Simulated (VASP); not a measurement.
Write the native input for VASP 6.6.1 that does the following.

```
Task                   : single point
Functional             : PBE
Potentials or basis    : VASP PAW PBE potentials, release 64 (Cd, S)
Cutoff                 : 520 eV
k mesh                 : 10 × 10 × 10
Occupations            : gaussian, width 0.05 eV
Spin                   : no spin polarisation
Dipole correction      : no
Further INCAR settings : ALGO = Normal; EDIFF = 1e-07; NBANDS = 16
```

The structure of CdS lies in POSCAR:

```
CdS
1.0
    0.0000000000      2.7384148440      3.2860978129
    2.7384148440      0.0000000000      3.2860978129
    2.7384148440      2.7384148440      0.0000000000
Cd S
1 1
Direct
    0.0000000000      0.0000000000      0.0000000000
    0.7500000000      0.7500000000      0.7500000000
```

This cell differs from its parent crystal: ratio of the length along z to the lengths across it x 1.2, volume and fractional coordinates fixed.

One way to write it, as run:

INCAR

```
  PREC = Accurate
  ENCUT = 520
  EDIFF = 1E-7
  ISMEAR = 0
  SIGMA = 0.05
  LREAL = F
  LASPH = T
  NELM = 80
  ALGO = Normal
  ISIF = 2
  LWAVE = F
  LCHARG = F
  GGA = PE
  NBANDS = 16
```

KPOINTS

```
Automatic mesh
0
Gamma
  10 10 10
```

Potentials or basis: VASP PAW PBE potentials, release 64 (Cd, S).

Launch:

```console
$ cat potpaw_PBE.64/Cd/POTCAR potpaw_PBE.64/S/POTCAR > POTCAR
$ mpirun -np 1 vasp_std > vasp.out
```

It gave:

The pressure is 2.7 GPa and the band gap on the k mesh is 0.82 eV, direct.

It took 28 s on 1 thread of Intel(R) Xeon(R) 6975P-C (Granite Rapids) (shared host), peak memory 0.22 GiB.
